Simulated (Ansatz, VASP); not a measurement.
## BiRh in VASP and in Ansatz

```
Bi Rh
1.0
     4.17588    0.00000    0.00000
    -2.08794    3.61642    0.00000
     0.00000    0.00000    5.66300
Bi Rh
2 2
Direct
  0.33333 0.66667 0.25000
  0.66667 0.33333 0.75000
  0.00000 0.00000 0.00000
  0.00000 0.00000 0.50000
```

Change from the starting cell: equal xx and yy strain of +2 %.

Alike in both runs: task single point; functional LDA; k mesh 12 × 12 × 7; occupations fermi-dirac, width 0.03 eV; no spin polarisation.

|  | VASP | Ansatz |
| --- | --- | --- |
| version | VASP 6.6.1 | Ansatz 0.2.0 |
| potentials or method | VASP PAW LDA potentials, release 64 (Bi_d, Rh_pv), cutoff 520 eV | all-electron LAPW, scalar-relativistic |

Ansatz gave:

- pressure (GPa): -7.2
- traceless stress, the component that is largest in VASP (GPa): 0.40

Q: Which values does VASP return?

A: Pressure (GPa): -6.9; traceless stress, the component that is largest in VASP (GPa): 0.44.

LDA's correlation is that of Perdew and Zunger in VASP and of Perdew and Wang (1992) in Ansatz. Ansatz ran all-electron here, and VASP with PAW potentials.

Neither program's run includes spin-orbit coupling.
